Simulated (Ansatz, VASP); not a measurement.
## WS2: VASP beside Ansatz

File INCAR:

```
PREC = Accurate
ENCUT = 520
EDIFF = 1E-6
ISMEAR = -1
SIGMA = 0.05
LREAL = F
LASPH = T
NELM = 100
ALGO = Normal
ISIF = 2
LWAVE = F
LCHARG = F
GGA = RP
NBANDS = 20
```

File KPOINTS:

```
Automatic mesh
0
Gamma
  10 10 10
```

The input POSCAR:

```
WS2
1.0
    1.5790000000      0.9116360751      6.1633333333
   -1.5790000000      0.9116360751      6.1633333333
    0.0000000000     -1.8232721501      6.1633333333
W S
1 2
Direct
    0.0000000000      0.0000000000      0.0000000000
    0.5810000000      0.5810000000      0.5810000000
    0.7503000000      0.7503000000      0.7503000000
```

The input input.yaml:

```yaml
crystal:
  lattice:
    - [1.579, 0.9116360751, 6.1633333333]
    - [-1.579, 0.9116360751, 6.1633333333]
    - [0.0, -1.8232721501, 6.1633333333]
  atoms:
    - { symbol: W, position: [0.0, 0.0, 0.0] }
    - { symbol: S, position: [0.581, 0.581, 0.581] }
    - { symbol: S, position: [0.7503, 0.7503, 0.7503] }
hamiltonian:
  xc: rpbe
  pseudopotentials: { kind: paw }
kpoints:
  mp_grid: { grid: [10, 10, 10] }
  band_path:
    path:
      - [[0.0, 0.0, 0.0], [0.5, 0.0, 0.0], [0.5, 0.1812521368, -0.1812521368]]
      - [[0.8187478632, 0.5, 0.1812521368], [0.5, 0.5, 0.5], [0.0, 0.0, 0.0], [0.3406260684, 0.0, -0.3406260684]]
      - [[0.6593739316, 0.3406260684, 0.0], [0.5, 0.5, 0.0], [0.6593739316, 0.6593739316, 0.1812521368], [0.5, 0.5, 0.5]]
      - [[0.5, 0.0, 0.0], [0.8187478632, 0.3406260684, 0.3406260684]]
    npoints: 14
scf:
  occupations: { method: fermi_dirac, width: 0.05 }
  n_extra_bands: 7
output:
  forces: true
  stress: true
  eigenvalues: true
  fatbands: false
```

Alike in both runs: functional RPBE; k mesh 10 × 10 × 10; occupations fermi-dirac, width 0.05 eV; no spin polarisation.

|  | VASP | Ansatz |
| --- | --- | --- |
| version | VASP 6.6.1 | Ansatz 0.2.0 |
| potentials or method | VASP PAW PBE potentials, release 64 (W_sv, S) | Ansatz PAW |
| plane-wave cutoff (eV) | 520 | 420 |
| valence electrons in the cell | 26 | 26 |
| task | single point | band structure |

|  | VASP | Ansatz | Ansatz less VASP |
| --- | --- | --- | --- |
| gap on the k mesh at the Fermi level (eV) | 1.13 | 1.11 | -0.017 |
| least direct gap on the mesh (eV) | 2.24 | 2.24 | -0.003 |
| pressure (GPa) | 7.2 | 7.4 | +0.15 |
| traceless stress, the component that is largest in VASP (GPa) | 0.43 | 0.45 | +0.019 |
| rms of the force components (eV/Å) | 0.282 | 0.285 | +0.0022 |

VASP's potentials were made for PBE, not for RPBE. Atom by atom the forces differ by 0.004 eV/Å (rms over components). The functional is the same, so the differences come from potentials, cutoffs and numerics.

Spin-orbit coupling is off throughout. Noted on Ansatz's run: the k mesh misses the band edges, so the gap on the mesh is wider than the one along the path.
